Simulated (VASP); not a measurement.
# Pd (Fm-3m) in VASP: a series of runs

Runs on Pd. Level: PBEsol. Tasks: single point.

Program: VASP 6.6.1. These are calculated values, not measurements. Logs are shortened: lines on timing, memory, paths and dates and some standing lists are left out, and cuts for length are marked.

## (1) The cell of the first run

The structure is cubic, space group Fm-3m (No. 225). Conventional cell: a = 3.736 Å, b = 3.736 Å, c = 3.736 Å, α = 90.00°, β = 90.00°, γ = 90.00°. Pd (site symmetry m-3m) has 12 Pd at 2.64 Å within 3.5 Å.

## (2) Single point, PBEsol

Contents of INCAR:

```
ALGO = Normal
EDIFF = 1E-6
ENCUT = 520
GGA = PS
ISIF = 2
ISMEAR = -1
LASPH = True
LCHARG = False
LREAL = False
LWAVE = False
NBANDS = 11
NELM = 60
PREC = Accurate
SIGMA = 0.05
```

Contents of KPOINTS:

```
k-points
0
Gamma
  12 12 12
```

Contents of POSCAR:

```
Pd
1.0
    0.0000000000      1.8678929264      1.8678929264
    1.8678929264      0.0000000000      1.8678929264
    1.8678929264      1.8678929264      0.0000000000
Pd
1
Direct
    0.0000000000      0.0000000000      0.0000000000
```

Potentials or basis: VASP PAW PBE potentials, release 64 (Pd).

Started as:

```bash
$ cat potpaw_PBE.64/Pd/POTCAR > POTCAR
$ mpirun -np 1 vasp_std > vasp.out
```

OUTCAR:

```text
EDIFF = 1E-6
   ENCUT = 520
   GGA = PS
   ISIF = 2
   ISMEAR = -1
   LASPH = True
   LREAL = False
   NELM = 60
   PREC = Accurate

 ion  position               nearest neighbor table
   1  0.000  0.000  0.000-

  LATTYP: Found a face centered cubic cell.
 ALAT       =     3.7357858528

  Lattice vectors:

 A1 = (   0.0000000000,   1.8678929264,   1.8678929264)
 A2 = (   1.8678929264,   0.0000000000,   1.8678929264)
 A3 = (   1.8678929264,   1.8678929264,   0.0000000000)

Analysis of symmetry for initial positions (statically):
[... 33 lines left out ...]
                                     Primitive cell

  volume of cell :      13.0342

  direct lattice vectors                    reciprocal lattice vectors
     0.000000000  1.867892926  1.867892926    -0.267681296  0.267681296  0.267681296
     1.867892926  0.000000000  1.867892926     0.267681296 -0.267681296  0.267681296
     1.867892926  1.867892926  0.000000000     0.267681296  0.267681296 -0.267681296

  length of vectors
     2.641599510  2.641599510  2.641599510     0.463637606  0.463637606  0.463637606

  position of ions in fractional coordinates (direct lattice)
     0.000000000  0.000000000  0.000000000

  ion indices of the primitive-cell ions
   primitive index   ion index
                 1           1

----------------------------------------------------------------------------------------

 KPOINTS: k-points

Automatic generation of k-mesh.
 Grid dimensions read from file:
 generate k-points for:   12   12   12

 Generating k-lattice:

  Cartesian coordinates                     Fractional coordinates (reciprocal lattice)
    -0.022306775  0.022306775  0.022306775     0.083333333  0.000000000  0.000000000
     0.022306775 -0.022306775  0.022306775     0.000000000  0.083333333  0.000000000
     0.022306775  0.022306775 -0.022306775     0.000000000  0.000000000  0.083333333

  Length of vectors
     0.038636467  0.038636467  0.038636467

  Shift w.r.t. Gamma in fractional coordinates (k-lattice)
     0.000000000  0.000000000  0.000000000

 Subroutine IBZKPT returns following result:
 ===========================================

 Found     72 irreducible k-points:

 Following reciprocal coordinates:
            Coordinates               Weight
  0.000000  0.000000  0.000000      1.000000
  0.083333  0.000000  0.000000      8.000000
  0.166667  0.000000  0.000000      8.000000
  0.250000  0.000000  0.000000      8.000000
  0.333333  0.000000  0.000000      8.000000
  0.416667  0.000000  0.000000      8.000000
[... 16 lines left out ...]
  0.500000  0.166667  0.000000     24.000000
 -0.416667  0.166667  0.000000     24.000000
 [... further k-points ...]
   k-points           NKPTS =     72   k-points in BZ     NKDIM =     72   number of bands    NBANDS=     11
   number of dos      NEDOS =    301   number of ions     NIONS =      1
   total plane-waves  NPLWV =   8000
   dimension x,y,z NGX =    20 NGY =   20 NGZ =   20
   dimension x,y,z NGXF=    40 NGYF=   40 NGZF=   40
   ions per type =               1
   NGX,Y,Z   is equivalent  to a cutoff of  12.59, 12.59, 12.59 a.u.
   NGXF,Y,Z  is equivalent  to a cutoff of  25.17, 25.17, 25.17 a.u.
 SYSTEM =  unknown system
   PREC   = accura    normal or accurate (medium, high low for compatibility)
   ISTART =      0    job   : 0-new  1-cont  2-samecut
   ICHARG =      2    charge: 1-file 2-atom 10-const
   ISPIN  =      1    spin polarized calculation?
   LNONCOLLINEAR =      F non collinear calculations
   LSORBIT =      F    spin-orbit coupling
   LASPH  =      T    aspherical Exc in radial PAW
   ENCUT  =  520.0 eV  38.22 Ry    6.18 a.u.   4.91  4.91  4.91*2*pi/ulx,y,z
   NELM   =     60;   NELMIN=  2; NELMDL= -5     # of ELM steps
   EDIFF  = 0.1E-05   stopping-criterion for ELM
   LREAL  =      F    real-space projection
   EDIFFG = 0.1E-04   stopping-criterion for IOM
   NSW    =      0    number of steps for IOM
   IBRION =     -1    ionic relax: 0-MD 1-quasi-New 2-CG
   NFREE  =      0    steps in history (QN), initial steepest desc. (CG)
   ISIF   =      2    stress and relaxation
   ISYM   =      2    0-nonsym 1-usesym 2-fastsym
   POTIM  = 0.5000    time-step for ionic-motion
   TEBEG  =    0.0;   TEEND  =   0.0 temperature during run
   PSTRESS=    0.0 pullay stress
   NELECT =      10.0000    total number of electrons
   NUPDOWN=      -1.0000    fix difference up-down
   EMIN   =  10.00;   EMAX   =-10.00  energy-range for DOS
   EFERMI =   0.00;   METHOD = LEGACY
   ISMEAR =    -1;   SIGMA  =   0.05  broadening in eV -4-tet -1-fermi 0-gaus
   EFERMI_NEDOS =   21; number of points for ismear=-14 and -15
   IALGO  =     38    algorithm
   IMIX   =      4    mixing-type and parameters
     AMIX     =   0.40;   BMIX     =  1.00
     AMIX_MAG =   1.60;   BMIX_MAG =  1.00
  volume/ion in A,a.u.               =      13.03        87.96
  Fermi-wavevector in a.u.,A,eV,Ry     =   1.498694  2.832120 30.559808  2.246083
  Thomas-Fermi vector in A             =   2.610420
   LORBIT       =      0    0 simple, 1 ext, 2 COOP (PROOUT), +10 PAW based schemes
   GGA     = PS    functional components
   LHFCALC =     F    Hartree Fock is set to
   AEXX    =    0.0000 exact exchange contribution
   IVDW    =     0    specifies the selected vdW correction
   LEPSILON=     F    determine dielectric tensor
   LRPA    =     F    only Hartree local field effects (RPA)
 non-spin polarized calculation
  energy-cutoff  :      520.00
  volume of cell :       13.03
 maximum number of plane-waves:       360
   NGX =  9   NGY =  9   NGZ =  9

 number of electron      10.0000000 magnetization

 number of electron       9.9999996 magnetization

 Free energy of the ion-electron system (eV)
  ---------------------------------------------------
  ext. energy  EPLUGINS =         0.00000000
  ---------------------------------------------------
  free energy    TOTEN  =        -5.85342870 eV

  energy without entropy =       -5.83694733  energy(sigma->0) =       -5.84518802

 E-fermi :  11.8480     XC(G=0): -14.1649

 val. band max:       11.8457845289   @ k =   0.4167   0.3333   0.0000
 cond. band min:      11.8493228962   @ k =   0.4167   0.2500   0.0000
 fundamental gap:      0.0035383673
 Fermi energy:        11.8479724832

 k-point     1 :       0.0000    0.0000    0.0000
  band No.  band energies     occupation
      1       3.6179      2.00000
      2       8.3803      2.00000
      3       8.3803      2.00000
      4       8.3803      2.00000
      5      10.3765      2.00000
      6      10.3765      2.00000
      7      28.9658      0.00000
      8      34.4623      0.00000
      9      34.4623      0.00000
     10      34.4623      0.00000
     11      37.4387      0.00000

 k-point     2 :       0.0833    0.0000    0.0000
  band No.  band energies     occupation
      1       3.8975      2.00000
      2       8.2711      2.00000
      3       8.4827      2.00000
      4       8.4827      2.00000
      5      10.3249      2.00000
      6      10.3249      2.00000
      7      29.3234      0.00000
      8      32.9504      0.00000
      9      34.8417      0.00000
     10      34.8417      0.00000
     11      37.4661      0.00000

 k-point     3 :       0.1667    0.0000    0.0000
  band No.  band energies     occupation
      1       4.6434      2.00000
      2       8.0833      2.00000
      3       8.6905      2.00000
      4       8.6905      2.00000
      5      10.2844      2.00000
      6      10.2844      2.00000
      7      29.8244      0.00000
      8      30.5754      0.00000
      9      35.8755      0.00000
     10      35.8755      0.00000
     11      37.4654      0.00000

 k-point     4 :       0.2500    0.0000    0.0000
  band No.  band energies     occupation
      1       5.4266      2.00000
      2       8.3295      2.00000
      3       8.7335      2.00000
      4       8.7335      2.00000
      5      10.5411      2.00000
      6      10.5411      2.00000
      7      27.3456      0.00000
      8      30.3560      0.00000
      9      37.0637      0.00000
     10      37.0637      0.00000
     11      37.4381      0.00000

 k-point     5 :       0.3333    0.0000    0.0000
  band No.  band energies     occupation
      1       5.6346      2.00000
      2       8.5656      2.00000
      3       8.5656      2.00000
      4       9.6292      2.00000
      5      11.1012      2.00000
      6      11.1012      2.00000
      7      24.3432      0.00000
      8      29.5023      0.00000
      9      36.1907      0.00000
     10      36.1907      0.00000
     11      37.4534      0.00000

 k-point     6 :       0.4167    0.0000    0.0000
  band No.  band energies     occupation
      1       5.5296      2.00000
      2       8.3874      2.00000
      3       8.3874      2.00000
      4      11.4767      1.99881
      5      11.6360      1.97158
      6      11.6360      1.97158
      7      21.5524      0.00000
      8      28.6707      0.00000
      9      34.6481      0.00000
     10      34.6481      0.00000
     11      37.4642      0.00000

 k-point     7 :       0.5000    0.0000    0.0000
  band No.  band energies     occupation
      1       5.4664      2.00000
      2       8.3173      2.00000
      3       8.3173      2.00000
      4      11.8539      0.94038
      5      11.8539      0.94037
      6      12.5140      0.00000
      7      20.1999      0.00000
      8      28.3656      0.00000
      9      34.0594      0.00000
     10      34.0594      0.00000
     11      37.4677      0.00000

 k-point     8 :       0.0833    0.0833    0.0000
  band No.  band energies     occupation
      1       3.9912      2.00000
      2       8.1518      2.00000
      3       8.5647      2.00000
      4       8.5647      2.00000
      5      10.1385      2.00000
      6      10.4652      2.00000
      7      29.4630      0.00000
      8      33.3436      0.00000
      9      34.4013      0.00000
     10      34.4013      0.00000
     11      37.4688      0.00000
[... 141 lines left out ...]
 k-point    19 :       0.1667    0.1667    0.0000
  band No.  band energies     occupation
      1       4.9886      2.00000
      2       7.5694      2.00000
      3       9.1027      2.00000
      4       9.1027      2.00000
      5       9.6115      2.00000
      6      10.7132      2.00000
      7      30.7770      0.00000
      8      31.9521      0.00000
      9      33.5310      0.00000
     10      33.5310      0.00000
     11      37.4288      0.00000

 k-point    20 :       0.2500    0.1667    0.0000
  band No.  band energies     occupation
      1       5.6821      2.00000
      2       7.2763      2.00000
      3       8.9970      2.00000
      4       9.3892      2.00000
      5      10.0267      2.00000
      6      10.9362      2.00000
      7      29.8824      0.00000
      8      31.3944      0.00000
      9      32.7726      0.00000
     10      33.7592      0.00000
     11      37.3695      0.00000

 k-point    21 :       0.3333    0.1667    0.0000
  band No.  band energies     occupation
      1       6.1833      2.00000
      2       7.3997      2.00000
      3       8.5881      2.00000
      4       9.4056      2.00000
      5      11.3008      1.99996
      6      11.3698      1.99986
      7      26.8745      0.00000
      8      30.7579      0.00000
      9      32.1029      0.00000
     10      34.1839      0.00000
     11      37.4377      0.00000

 k-point    22 :       0.4167    0.1667    0.0000
  band No.  band energies     occupation
      1       6.1675      2.00000
      2       7.8335      2.00000
      3       8.5842      2.00000
      4       9.2339      2.00000
      5      11.8002      1.44450
      6      13.1068      0.00000
      7      23.6362      0.00000
      8      29.6955      0.00000
      9      31.6836      0.00000
     10      33.5268      0.00000
     11      37.4974      0.00000

 k-point    23 :       0.5000    0.1667    0.0000
  band No.  band energies     occupation
      1       6.1153      2.00000
      2       7.7634      2.00000
      3       9.0537      2.00000
      4       9.2019      2.00000
      5      11.9076      0.46562
      6      15.1210      0.00000
      7      20.8564      0.00000
      8      28.8916      0.00000
      9      31.9129      0.00000
     10      32.3152      0.00000
     11      37.4953      0.00000

 k-point    24 :      -0.4167    0.1667    0.0000
  band No.  band energies     occupation
      1       6.1804      2.00000
      2       7.7739      2.00000
      3       8.9679      2.00000
      4       9.4395      2.00000
      5      11.5649      1.99307
      6      15.7105      0.00000
      7      20.3810      0.00000
      8      28.4541      0.00000
      9      31.5334      0.00000
     10      33.0648      0.00000
     11      37.4910      0.00000

 [... further k-points ...]
[... 5 lines left out ...]
  --------------------------------------------------------------------------------------
  -------------------------------------------------------------------------------------
  Total        2.3988137      2.3988137      2.3988137      0.0000000      0.0000000      0.0000000
  in kB      294.8636085    294.8636085    294.8636085      0.0000000      0.0000000      0.0000000
  external PRESSURE =     294.8636085 kB  Pullay stress =       0.0000000 kB

 VOLUME and BASIS-vectors are now :
 -----------------------------------------------------------------------------
  energy-cutoff  :      520.00
  volume of cell :       13.03
      direct lattice vectors                 reciprocal lattice vectors
     0.000000000  1.867892926  1.867892926    -0.267681296  0.267681296  0.267681296
     1.867892926  0.000000000  1.867892926     0.267681296 -0.267681296  0.267681296
     1.867892926  1.867892926  0.000000000     0.267681296  0.267681296 -0.267681296

 POSITION                                       TOTAL-FORCE (eV/Angst)
 -----------------------------------------------------------------------------------
      0.00000      0.00000      0.00000         0.000000      0.000000      0.000000
 -----------------------------------------------------------------------------------
    total drift:                                0.000000     -0.000000      0.000000

  FREE ENERGIE OF THE ION-ELECTRON SYSTEM (eV)
  ---------------------------------------------------
  free  energy   TOTEN  =        -5.8534287019 eV

  energy  without entropy=       -5.8369473282  energy(sigma->0) =       -5.84518802
```

Wall time 4.9 s (1 thread of Intel Xeon 6975P-C (Granite Rapids), shared host); peak memory 0.13 GiB.

What came out:

- Free energy: -5.8534 eV
- Pressure: 29.5 GPa
- Band gap on the k mesh: zero (band 5 reaches 12.25 eV, above the bottom of band 6 at 10.28 eV)

Caveat: the PAW data sets were made with another functional, which shifts forces and pressure a little.

## (3) Single point, PBEsol

This run uses another cell than the first one, of 13.92 Å³/atom, 1.068 times its volume.

Contents of INCAR:

```
ALGO = Normal
EDIFF = 1E-6
ENCUT = 520
GGA = PS
ISIF = 2
ISMEAR = -1
LASPH = True
LCHARG = True
LELF = True
LREAL = False
LVHAR = True
LWAVE = False
NBANDS = 11
NELM = 100
PREC = Accurate
SIGMA = 0.05
```

KPOINTS is that of step 2.

Contents of POSCAR:

```
Pd
1.0
    0.0000000000      1.9090771326      1.9090771326
    1.9090771326      0.0000000000      1.9090771326
    1.9090771326      1.9090771326      0.0000000000
Pd
1
Direct
    0.0000000000      0.0000000000      0.0000000000
```

Potentials or basis: VASP PAW PBE potentials, release 64 (Pd).

Started as:

```bash
$ cat potpaw_PBE.64/Pd/POTCAR > POTCAR
$ mpirun -np 1 vasp_std > vasp.out
```

Wall time 5.1 s (1 thread of Intel Xeon 6975P-C (Granite Rapids), shared host); peak memory 0.13 GiB.

Results (log left out):

- Free energy: -5.9580 eV
- Pressure: 9.6 GPa
- Band gap on the k mesh: zero (band 5 reaches 10.96 eV, above the bottom of band 6 at 9.21 eV)

Levels at points of the mesh, in eV from the Fermi level:
| k point | band 3 | band 4 | band 5 | band 6 | band 7 | band 8 |
| --- | --- | --- | --- | --- | --- | --- |
| (0.00, 0.00, 0.00) | -3.12 | -3.12 | -1.32 | -1.32 | 17.17 | 22.27 |
| (0.50, 0.00, 0.00) | -3.17 | 0.00 | 0.00 | 0.82 | 7.77 | 16.54 |
| (0.50, 0.50, 0.00) | -0.02 | 0.35 | 0.35 | 3.28 | 11.36 | 13.46 |

Caveat: the PAW data sets were made with another functional, which shifts forces and pressure a little.

## (4) Single point, PBEsol

This run uses another cell than the first one, of 13.43 Å³/atom, 1.031 times its volume.

Contents of INCAR:

```
SYSTEM = Pd
PREC = Accurate
ENCUT = 520
EDIFF = 1E-6
ISMEAR = -1
SIGMA = 0.05
LREAL = .False.
LASPH = .True.
NELM = 100
ALGO = Normal
ISIF = 2
LWAVE = .False.
LCHARG = .False.
GGA = PS
NBANDS = 11
```

Contents of KPOINTS:

```
Automatic mesh
0
Gamma
  12 12 12
  0 0 0
```

Contents of POSCAR:

```
Pd
1.0
    0.0000000000      1.8867189624      1.8867189624
    1.8867189624      0.0000000000      1.8867189624
    1.8867189624      1.8867189624      0.0000000000
Pd
1
Direct
    0.0000000000      0.0000000000      0.0000000000
```

Started as:

```bash
$ cat potpaw_PBE.64/Pd/POTCAR > POTCAR
$ mpirun -np 1 vasp_std > vasp.out
```

It took 4.2 s on 1 thread of Intel Xeon 6975P-C (Granite Rapids), shared host; peak memory 0.13 GiB.

Results (log left out):

* Free energy: -5.9143 eV
* Pressure: 19.5 GPa
* Band gap on the k mesh: zero (band 5 reaches 11.64 eV, above the bottom of band 6 at 9.78 eV)

Levels at points of the mesh, in eV from the Fermi level:
```tsv
k point	band 1	band 2	band 3	band 4	band 5	band 6	band 7	band 8	band 9	band 10
(0.00, 0.00, 0.00)	-7.97	-3.30	-3.30	-3.30	-1.40	-1.40	17.15	22.46	22.46	22.46
(0.50, 0.00, 0.00)	-6.11	-3.36	-3.36	0.00	0.00	0.74	8.08	16.53	21.94	21.94
(0.50, 0.50, 0.00)	-6.26	-5.93	-0.02	0.37	0.37	3.27	11.76	13.65	13.65	22.88
```

Caveat: the PAW data sets were made with another functional, which shifts forces and pressure a little.

## (5) Single point, PBEsol

This run uses another cell than the first one, of 14.53 Å³/atom, 1.115 times its volume.

Contents of INCAR:

```
  PREC = Accurate
  ENCUT = 520
  EDIFF = 1E-6
  ISMEAR = -1
  SIGMA = 0.05
  LREAL = F
  LASPH = T
  NELM = 100
  ALGO = Normal
  ISIF = 2
  LWAVE = F
  LCHARG = F
  GGA = PS
  NBANDS = 11
```

Contents of KPOINTS:

```
regular mesh
0
Gamma
  12 12 12
```

Contents of POSCAR:

```
Pd
1.0
    0.0000000000      1.9367699811      1.9367699811
    1.9367699811      0.0000000000      1.9367699811
    1.9367699811      1.9367699811      0.0000000000
Pd
1
Direct
    0.0000000000      0.0000000000      0.0000000000
```

Started as:

```bash
$ cat potpaw_PBE.64/Pd/POTCAR > POTCAR
$ mpirun -np 1 vasp_std > vasp.out
```

It took 4.3 s on 1 thread of Intel Xeon 6975P-C (Granite Rapids), shared host; peak memory 0.13 GiB.

The run converged. Its results:

- Free energy: -5.9754 eV
- Pressure: -0.3 GPa
- Band gap on the k mesh: zero (band 5 reaches 10.17 eV, above the bottom of band 6 at 8.54 eV)

Levels at points of the mesh, in eV from the Fermi level:
```csv
k point,band 1,band 2,band 3,band 4,band 5,band 6,band 7,band 8,band 9,band 10
"(0.00, 0.00, 0.00)",-7.33,-2.91,-2.91,-2.91,-1.23,-1.23,17.17,22.02,22.02,22.02
"(0.50, 0.00, 0.00)",-5.44,-2.95,-2.95,0.00,0.00,0.92,7.41,16.53,21.19,21.19
"(0.50, 0.50, 0.00)",-5.53,-5.24,-0.02,0.32,0.32,3.28,10.90,13.23,13.23,21.73
```

Caveat: the PAW data sets were made with another functional, which shifts forces and pressure a little.

## (6) The runs side by side

| cell | gap on the mesh (eV) | pressure (GPa) |
| --- | --- | --- |
| a = 2.642 Å, angles 60.0°, 1 atom | none | 29.5 |
| a = 2.700 Å, angles 60.0°, 1 atom | none | 9.6 |
| a = 2.668 Å, angles 60.0°, 1 atom | none | 19.5 |
| a = 2.739 Å, angles 60.0°, 1 atom | none | -0.3 |

Alike in all rows: task single point; level PBEsol; potentials or basis VASP PAW PBE potentials, release 64 (Pd); no spin polarisation; k mesh 12 × 12 × 12; cutoff (eV) 520; smearing fermi-dirac 0.05 eV.

Caveats: the PAW data sets were made with another functional, which shifts forces and pressure a little.

Absolute energies hang on the potentials; compare differences alone.
